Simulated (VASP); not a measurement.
Wanted: the native input for a VASP 6.6.1 run.

| Quantity | Value |
| --- | --- |
| Task | single point |
| Functional | PBE |
| Potentials or basis | VASP PAW PBE potentials, release 64 (Y_sv, C) |
| Cutoff | 520 eV |
| k mesh | 6 × 4 × 2 |
| Occupations | gaussian, width 0.2 eV |
| Spin | no spin polarisation |
| Dipole correction | no |
| Further INCAR settings | ALGO = Normal; EDIFF = 1e-07; NBANDS = 52 |

The structure of Y3C2 lies in POSCAR:

```
Y3C2
1.0
   -0.0015521119      0.5193091719     -3.4604514340
   -2.8478430212     -5.5062427149      0.9360549323
   -8.4739359050      5.4971920905     -0.9319232343
Y C
6 4
Direct
    0.5346797598     -0.0000589111      0.0000465544
    0.0301256251      0.4999293161      0.5000338483
    0.7029587517      0.9697027972      0.6653400187
    0.7187831424      0.5131662940      0.1743992060
    0.3802609837      0.4869064244      0.8255556581
    0.4000547286      0.0302004395      0.3346531618
    0.0332302254      0.6971895634      0.7128797608
    0.0835493916      0.1783123238      0.1638758684
    0.0676142367      0.8218717446      0.8361112514
    0.0487431550      0.3027800081      0.2871046723
```

One way to write it, as run:

INCAR

```
SYSTEM = Y3C2
PREC = Accurate
ENCUT = 520
EDIFF = 1E-7
ISMEAR = 0
SIGMA = 0.2
LREAL = .False.
LASPH = .True.
NELM = 80
ALGO = Normal
ISIF = 2
LWAVE = .False.
LCHARG = .False.
GGA = PE
NBANDS = 52
```

KPOINTS

```
regular mesh
0
Gamma
  6 4 2
  0 0 0
```

Potentials or basis: VASP PAW PBE potentials, release 64 (Y_sv, C).

Launch:

```bash
$ cat potpaw_PBE.64/Y_sv/POTCAR potpaw_PBE.64/C/POTCAR > POTCAR
$ mpirun -np 1 vasp_std > vasp.out
```

Results of the run:

- Pressure: 0.0 GPa
- Largest force: 0.078 eV/Å
- Band gap on the k mesh: zero (bands 41 and 42 overlap by 0.24 eV)

It took 3.8 min on 1 thread of Intel(R) Xeon(R) 6975P-C (Granite Rapids), with other jobs on the host, peak memory 0.45 GiB.
